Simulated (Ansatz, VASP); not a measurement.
**One calculation of ZnS, two programs**

The input POSCAR:

```
ZnS
1.0
    3.6732925051      0.0000000000      0.0000000000
   -1.8366462526      3.1811646250      0.0000000000
    0.0000000000      0.0000000000      6.0532452079
Zn S
2 2
Direct
    0.3333333333      0.6666666667      0.0010844314
    0.6666666667      0.3333333333      0.5010844314
    0.3333333333      0.6666666667      0.3739155686
    0.6666666667      0.3333333333      0.8739155686
```

The input INCAR.step1:

```
SYSTEM = ZnS
PREC = Accurate
ENCUT = 520
ISMEAR = 0
SIGMA = 0.02
LREAL = .False.
LASPH = .True.
NELM = 60
NBANDS = 26
GGA = PE
ALGO = Normal
EDIFF = 1E-4
LWAVE = .True.
LCHARG = .False.
```

Contents of INCAR.step2:

```
SYSTEM = ZnS
PREC = Accurate
ENCUT = 520
EDIFF = 1E-7
ISMEAR = 0
SIGMA = 0.02
LREAL = .False.
LASPH = .True.
NELM = 60
ALGO = Normal
ISIF = 2
LWAVE = .False.
LCHARG = .False.
METAGGA = R2SCAN
LMIXTAU = .True.
NBANDS = 26
ISTART = 1
```

Contents of KPOINTS:

```
Automatic mesh
0
Gamma
  6 6 4
  0 0 0
```

Input for Ansatz:

```yaml
crystal:
  lattice:
    - [3.6732925051, 0.0, 0.0]
    - [-1.8366462526, 3.181164625, 0.0]
    - [0.0, 0.0, 6.0532452079]
  atoms:
    - { symbol: Zn, position: [0.3333333333, 0.6666666667, 0.0010844314] }
    - { symbol: Zn, position: [0.6666666667, 0.3333333333, 0.5010844314] }
    - { symbol: S, position: [0.3333333333, 0.6666666667, 0.3739155686] }
    - { symbol: S, position: [0.6666666667, 0.3333333333, 0.8739155686] }
basis:
  ecutwfc: 500
kpoints:
  mp_grid: { grid: [6, 6, 4] }
  band_path: { path: [VBM, CBM], npoints: 2 }
hamiltonian:
  xc: r2scan
scf:
  occupations: { method: gaussian, width: 0.02 }
output:
  forces: true
  stress: true
  eigenvalues: true
checkpoint:
  read: start.run
  write: ck
  compress: false
  write_wavefunctions: false
  write_every: 100000
```

Alike in both runs: task single point; functional r2SCAN; k mesh 6 × 6 × 4; occupations gaussian, width 0.02 eV; no spin polarisation.

|  | VASP | Ansatz |
| --- | --- | --- |
| version | VASP 6.6.1 | Ansatz 0.2.0 |
| potentials or method | VASP PAW PBE potentials, release 64 (Zn, S), cutoff 520 eV | scalar-relativistic, plane waves, PAW |
| valence electrons in the cell | 36 | 36 |

```csv
,VASP,Ansatz,Ansatz less VASP
gap on the k mesh at the Fermi level (eV),3.28,3.26,-0.019
least direct gap on the mesh (eV),3.28,3.26,-0.019
pressure (GPa),10.0,10.0,-0.05
rms of the force components (eV/Å),0.010,0.004,-0.0056
```

VASP's potentials were made for PBE, not for r2SCAN. Atom by atom the forces differ by 0.006 eV/Å (rms over components). The functional is the same, so the differences come from potentials, cutoffs and numerics.
